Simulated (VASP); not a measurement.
Wanted: the native input for a VASP 6.6.1 run.

```
Task                   : single point
Functional             : PBE
Potentials or basis    : VASP PAW PBE potentials, release 64 (Sn_d, O)
Cutoff                 : 520 eV
k mesh                 : 6 × 8 × 3
Occupations            : gaussian, width 0.05 eV
Spin                   : no spin polarisation
Dipole correction      : no
Further INCAR settings : ALGO = Normal; EDIFF = 1e-06; NBANDS = 64
```

The structure of SnO2 lies in POSCAR:

```
SnO2
1.0
    0.0000000000     -4.8277049970      0.0000000000
    0.0000000000      0.0000000000     -3.2379909379
    9.6554099939     -0.4827704997      0.3237990938
Sn O
4 8
Direct
    0.9298350000      0.0701650000      0.7016500000
    0.9798350000      0.0201650000      0.2016500000
    0.4048350000      0.5951650000      0.9516500000
    0.4548350000      0.5451650000      0.4516500000
    0.6078996593      0.0854952543      0.8549525432
    0.6578996593      0.0354952543      0.3549525432
    0.1135601679      0.5798347457      0.7983474568
    0.1635601679      0.5298347457      0.2983474568
    0.3017703407      0.0048347457      0.0483474568
    0.2517703407      0.0548347457      0.5483474568
    0.7961098321      0.5104952543      0.1049525432
    0.7461098321      0.5604952543      0.6049525432
```

This cell differs from its parent crystal: the part above a cut slid along it.

These files were run (other wordings do the same):

INCAR

```
PREC     = Accurate       # precision mode
ENCUT    = 520            # plane-wave cutoff, eV
EDIFF    = 1E-6           # SCF threshold, eV
ISMEAR   = 0              # smearing method
SIGMA    = 0.05           # smearing width, eV
LREAL    = F              # projectors in reciprocal space
LASPH    = T              # aspherical terms in the spheres
NELM     = 60             # most SCF steps
ALGO     = Normal         # electronic algorithm
ISIF     = 2              # what is computed and relaxed
LWAVE    = F              # write WAVECAR
LCHARG   = F              # write CHGCAR
GGA      = PE             # functional
NBANDS   = 64             # bands
```

KPOINTS

```
Automatic mesh
0
Gamma
  6 8 3
```

Potentials or basis: VASP PAW PBE potentials, release 64 (Sn_d, O).

Launch:

```sh
$ cat potpaw_PBE.64/Sn_d/POTCAR potpaw_PBE.64/O/POTCAR > POTCAR
$ mpirun -np 1 vasp_std > vasp.out
```

It gave:

```
Pressure               : 8.4 GPa
Largest force          : 14.029 eV/Å
Band gap on the k mesh : 0.76 eV
```

Caveat: the cell differs from its parent crystal (the part above a cut slid along it); the stress differs along the axes, from 2 to 12 GPa; semilocal functionals underestimate gaps, and a narrow one can read as zero; spin-orbit coupling is left out, which moves the levels of the heavy elements; forces of over 1 eV/Å act on the atoms, so gaps and moduli don't describe the material at rest.

Run time: 8.5 min on 1 thread of Intel(R) Xeon(R) Platinum 8488C (Sapphire Rapids) (shared host), peak memory 0.58 GiB.
